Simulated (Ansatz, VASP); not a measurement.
## KF: VASP beside Ansatz

INCAR

```
  ALGO = Normal
  EDIFF = 1E-6
  ENCUT = 520
  GGA = CA
  ISIF = 2
  ISMEAR = 0
  LASPH = T
  LCHARG = F
  LREAL = F
  LWAVE = F
  NBANDS = 15
  NELM = 80
  PREC = Accurate
  SIGMA = 0.05
```

KPOINTS

```
k-points
0
Gamma
  8 8 8
```

POSCAR

```
KF
1.0
    0.0000000000      2.6089925306      2.6089925306
    2.6089925306      0.0000000000      2.6089925306
    2.6089925306      2.6089925306      0.0000000000
K F
1 1
Direct
    0.0000000000      0.0000000000      0.0000000000
    0.5000000000      0.5000000000      0.5000000000
```

Input for Ansatz:

```yaml
crystal:
  lattice:
    - [0.0, 2.6089925306, 2.6089925306]
    - [2.6089925306, 0.0, 2.6089925306]
    - [2.6089925306, 2.6089925306, 0.0]
  atoms:
    - { symbol: K, position: [0.0, 0.0, 0.0] }
    - { symbol: F, position: [0.5, 0.5, 0.5] }
basis:
  ecutwfc: 520.0
kpoints:
  mp_grid: { grid: [8, 8, 8] }
hamiltonian:
  xc: lda
scf:
  occupations: { method: gaussian, width: 0.05 }
output:
  forces: true
  stress: true
  eigenvalues: true
```

Alike in both runs: task single point; functional LDA; k mesh 8 × 8 × 8; occupations gaussian, width 0.05 eV; no spin polarisation.

|  | VASP | Ansatz |
| --- | --- | --- |
| version | VASP 6.6.1 | Ansatz 0.2.0 |
| potentials or method | VASP PAW LDA potentials, release 64 (K_sv, F), cutoff 520 eV | scalar-relativistic, plane waves, PAW |
| valence electrons in the cell | 16 | 16 |

```tsv
	VASP	Ansatz	Ansatz less VASP
gap on the k mesh at the Fermi level (eV)	6.17	6.19	+0.018
least direct gap on the mesh (eV)	6.17	6.19	+0.018
pressure (GPa)	-1.1	-1.3	-0.19
```

LDA's correlation is that of Perdew and Zunger in VASP and of Perdew and Wang (1992) in Ansatz.
